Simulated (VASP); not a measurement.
TiO2:

```
Ti O
1.0
     0.01646    2.41329    2.41329
     2.41329    0.01646    2.41329
     2.41329    2.41329    0.01646
Ti O
1 2
Cartesian
  0.0000 0.0000 0.0000
  1.2091 1.2091 1.2091
  3.6340 3.6340 3.6340
```

This cell differs from its parent crystal: strain along [111] +1.0%.

Base run:

- Program: VASP 6.6.1
- Functional: r2SCAN
- Potentials or basis: VASP PAW PBE potentials, release 64 (Ti_sv, O)
- Cutoff: 520 eV
- k mesh: 10 × 10 × 10
- Occupations: gaussian, width 0.01 eV
- Spin: no spin polarisation

Its results: band gap on the k mesh 1.53 eV, indirect (least direct gap 2.22 eV); pressure -1.3 GPa; largest force 0.003 eV/Å.

Problem. The run is repeated on the same cell with these changes: functional from r2SCAN to PBE; occupations from gaussian, width 0.01 eV to fermi-dirac, width 0.02 eV. What comes out?

Solution. Band gap on the k mesh 1.12 eV, indirect (least direct gap 1.81 eV); pressure 4.0 GPa; largest force 0.010 eV/Å.

Caveats: the PAW data sets were made with another functional, which shifts forces and pressure a little (some runs).

A k mesh can miss the band edges.
